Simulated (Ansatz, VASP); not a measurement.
# AlCu3 in VASP and in Ansatz

INCAR

```
SYSTEM = AlCu3
PREC = Accurate
ENCUT = 520
EDIFF = 1E-7
ISMEAR = 0
SIGMA = 0.15
LREAL = .FALSE.
LASPH = .TRUE.
NELM = 60
ALGO = Fast
ISIF = 2
LWAVE = .FALSE.
LCHARG = .FALSE.
GGA = PS
NBANDS = 26
```

The input KPOINTS:

```
regular mesh
0
G
  14 14 14
  0 0 0
```

POSCAR

```
AlCu3
1.0
    3.6318704096      0.0000000000      0.0000000000
    0.0000000000      3.6318704096      0.0000000000
    0.0000000000      0.0000000000      3.6318704096
Al Cu
1 3
Direct
    0.0000000000      0.0000000000      0.0309757748
    0.5000000000      0.5000000000      0.0000000000
    0.5000000000      0.0000000000      0.5000000000
    0.0000000000      0.5000000000      0.5000000000
```

Input for Ansatz:

```yaml
crystal:
  lattice:
    - [3.6318704096, 0.0, 0.0]
    - [0.0, 3.6318704096, 0.0]
    - [0.0, 0.0, 3.6318704096]
  atoms:
    - { symbol: Al, position: [0.0, 0.0, 0.0309757748] }
    - { symbol: Cu, position: [0.5, 0.5, 0.0] }
    - { symbol: Cu, position: [0.5, 0.0, 0.5] }
    - { symbol: Cu, position: [0.0, 0.5, 0.5] }
basis:
  ecutwfc: 420
kpoints:
  mp_grid: { grid: [14, 14, 14] }
hamiltonian:
  xc: pbesol
scf:
  occupations: { method: gaussian, width: 0.15 }
output:
  forces: true
  stress: true
  eigenvalues: true
```

Alike in both runs: task single point; functional PBEsol; k mesh 14 × 14 × 14; occupations gaussian, width 0.15 eV; no spin polarisation.

|  | VASP | Ansatz |
| --- | --- | --- |
| version | VASP 6.6.1 | Ansatz 0.2.0 |
| potentials or method | VASP PAW PBE potentials, release 64 (Al, Cu), cutoff 520 eV | scalar-relativistic, plane waves, PAW |
| valence electrons in the cell | 36 | 60 |

```csv
,VASP,Ansatz,Ansatz less VASP
gap on the k mesh at the Fermi level (eV),none,none,-
pressure (GPa),1.2,0.5,-0.69
"traceless stress, the component that is largest in VASP (GPa)",-0.05,-0.04,+0.006
rms of the force components (eV/Å),0.291,0.289,-0.0016
```

VASP's potentials were made for PBE, not for PBEsol. Atom by atom the forces differ by 0.002 eV/Å (rms over components). A gap of «none» marks a metal or a gap that the smearing closes. The functional is the same, so the differences come from potentials, cutoffs and numerics. VASP's potentials hold 36 valence electrons a cell and Ansatz's 60, so a difference there can come from the potentials and not from the codes.
